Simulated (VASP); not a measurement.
## BAs: single point with r2SCAN

The system is BAs.

```xyz
2
Lattice="0.0000 2.3919 2.3919 2.3919 0.0000 2.3919 2.3919 2.3919 0.0000" Properties=species:S:1:pos:R:3 pbc="T T T"
B     0.0000    0.0000    0.0000
As    3.5879    3.5879    3.5879
```

```json
{
 "Program": "VASP 6.6.1",
 "Task": "single point",
 "Functional": "r2SCAN",
 "Potentials or basis": "VASP PAW PBE potentials, release 64 (B, As)",
 "Cutoff": "520 eV",
 "k mesh": "12 × 12 × 12",
 "Occupations": "gaussian, width 0.05 eV",
 "Spin": "no spin polarisation",
 "Dipole correction": "no",
 "Further INCAR settings": "ALGO = Normal; EDIFF = 1e-07; NBANDS = 11"
}
```

```yaml
Pressure: 0.2 GPa
Band_gap_on_the_k_mesh: 1.38 eV, indirect (least direct gap 3.44 eV)
```

Levels at points of the mesh, in eV from the valence-band top:
```csv
k point,band 2,band 3,band 4,band 5,band 6,band 7
"(0.00, 0.00, 0.00)",0.00,0.00,0.00,3.44,3.44,3.44
"(0.50, 0.00, 0.00)",-9.21,-1.93,-1.93,2.95,5.05,5.05
"(0.50, 0.50, 0.00)",-9.04,-4.29,-4.29,1.62,1.70,12.12
```

It took 120 s on 1 thread of Intel Xeon 6455B, on a shared host, peak memory 0.18 GiB.

Caveat: the PAW data sets were made with another functional, which shifts forces and pressure a little. A k mesh can miss the band edges.
